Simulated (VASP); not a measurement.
Write the native input for VASP 6.6.1 that does the following.

```yaml
Task: single point
Functional: PBE
Potentials_or_basis: VASP PAW PBE potentials, release 64 (Mg, Sc_sv, C, N)
Cutoff: 520 eV
k_mesh: 4 × 4 × 4
Occupations: gaussian, width 0.1 eV
Spin: no spin polarisation
Dipole_correction: no
Further_INCAR_settings: ALGO = Normal; EDIFF = 1e-06; NBANDS = 24
```

The structure of MgScC2N2 lies in POSCAR:

```
MgScC2N2
1.0
    4.0589771300      0.0000000000      0.0000000000
   -0.3744482200      4.1938465100      0.0000000000
   -1.5663438400     -2.0835294700      6.6418736900
Mg Sc C N
1 1 2 2
Direct
    0.0000000000      0.0000000000      0.0000000000
    0.5000000000      0.5000000000      0.5000000000
    0.1878557900      0.1878557900      0.8121442100
    0.8121442100      0.8121442100      0.1878557900
    0.2988614800      0.2988614800      0.7011385200
    0.7011385200      0.7011385200      0.2988614800
```

The input as run:

INCAR

```
SYSTEM = MgScC2N2
ALGO = Normal
EDIFF = 1E-6
ENCUT = 520
GGA = PE
ISIF = 2
ISMEAR = 0
LASPH = .TRUE.
LCHARG = .TRUE.
LELF = .TRUE.
LREAL = .FALSE.
LVHAR = .TRUE.
LWAVE = .FALSE.
NBANDS = 24
NELM = 60
PREC = Accurate
SIGMA = 0.1
```

KPOINTS

```
k-points
0
G
  4 4 4
  0 0 0
```

Potentials or basis: VASP PAW PBE potentials, release 64 (Mg, Sc_sv, C, N).

Launch:

```console
$ cat potpaw_PBE.64/Mg/POTCAR potpaw_PBE.64/Sc_sv/POTCAR potpaw_PBE.64/C/POTCAR potpaw_PBE.64/N/POTCAR > POTCAR
$ mpirun -np 1 vasp_std > vasp.out
```

Results of the run:

```json
{
 "Pressure": "3.4 GPa",
 "Largest force": "3.653 eV/Å",
 "Band gap on the k mesh": "zero (an odd number of electrons rules out a gap without spin polarisation)"
}
```

Caveat: the k points lie up to 0.40 Å⁻¹ apart, too coarse for converged energies and pressures of a metal; an odd number of electrons without spin polarisation forces a metal; a magnetic or distorted state may lie lower.

Run time: 2.7 min on 1 thread of Oxide Virtual Turin-like Processor, on a shared host, peak memory 0.25 GiB.
